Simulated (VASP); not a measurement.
Set up this calculation in VASP 6.6.1, as the native input.

```yaml
Task: single point
Functional: PBEsol
Potentials_or_basis: VASP PAW PBE potentials, release 64 (Ta_pv, N)
Cutoff: 520 eV
k_mesh: 20 × 20 × 20
Occupations: gaussian, width 0.15 eV
Spin: no spin polarisation
Dipole_correction: no
Further_INCAR_settings: ALGO = Normal; EDIFF = 1e-07; NBANDS = 15
```

The structure of TaN lies in POSCAR:

```
TaN
1.0
    0.0000000000      2.2088530247      2.1204989037
    2.2088530247      0.0000000000      2.1204989037
    2.2088530247      2.2088530247      0.0000000000
Ta N
1 1
Direct
    0.5000000000      0.5000000000      0.5000000000
    0.0000000000      0.0000000000      0.0000000000
```

This cell differs from its parent crystal: ratio of the length along z to the lengths across it x 0.96, volume and fractional coordinates fixed.

The input as run:

INCAR

```
SYSTEM = TaN
ALGO = Normal
EDIFF = 1E-7
ENCUT = 520
GGA = PS
ISIF = 2
ISMEAR = 0
LASPH = .TRUE.
LCHARG = .FALSE.
LREAL = .FALSE.
LWAVE = .FALSE.
NBANDS = 15
NELM = 100
PREC = Accurate
SIGMA = 0.15
```

KPOINTS

```
k-points
0
G
  20 20 20
  0 0 0
```

Potentials or basis: VASP PAW PBE potentials, release 64 (Ta_pv, N).

Command:

```console
$ cat potpaw_PBE.64/Ta_pv/POTCAR potpaw_PBE.64/N/POTCAR > POTCAR
$ mpirun -np 1 vasp_std > vasp.out
```

It gave:

* Pressure: 7.0 GPa
* Band gap on the k mesh: zero (bands 8 and 9 overlap by 4.15 eV)

Caveat: the cell stands under pressure; the PAW data sets were made with another functional, which shifts forces and pressure a little; spin-orbit coupling is left out, which moves the levels of the heavy elements.

Wall time 120 s on 1 thread of Intel Xeon 8259CL, with other jobs on the host, peak memory 0.31 GiB.
